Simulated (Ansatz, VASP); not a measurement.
One calculation of TiPt3, two programs

```
Ti Pt
1.0
     3.88397    0.00000    0.00000
     0.00000    3.88397    0.00000
     0.00000    0.00000    3.88397
Ti Pt
1 3
Cartesian
  0.0000 0.0000 0.0000
  0.0000 1.9420 1.9420
  1.9420 0.0000 1.9420
  1.9420 1.9420 0.0000
```

Change from the starting cell: volume scaled by 0.99, crystal datasets.

Alike in both runs: task electric field gradients; functional PBEsol; k mesh 9 × 9 × 9; occupations fermi-dirac, width 0.05 eV; no spin polarisation.

|  | VASP | Ansatz |
| --- | --- | --- |
| version | VASP 6.6.1 | Ansatz 0.2.0 |
| potentials or method | VASP PAW PBE potentials, release 64 (Ti_sv, Pt), cutoff 400 eV | all-electron PAW with datasets made for the crystal, scalar-relativistic |

|  | VASP | Ansatz | Ansatz less VASP |
| --- | --- | --- | --- |
| pressure (GPa) | 2.9 | 3.3 | +0.39 |
| size of Vzz on the site where it differs most (V/Å²) | 67.6 | 76.5 | +8.86 |

VASP's potentials were made for PBE, not for PBEsol. Ansatz ran all-electron here, and VASP with PAW potentials.

Spin-orbit coupling is off throughout.
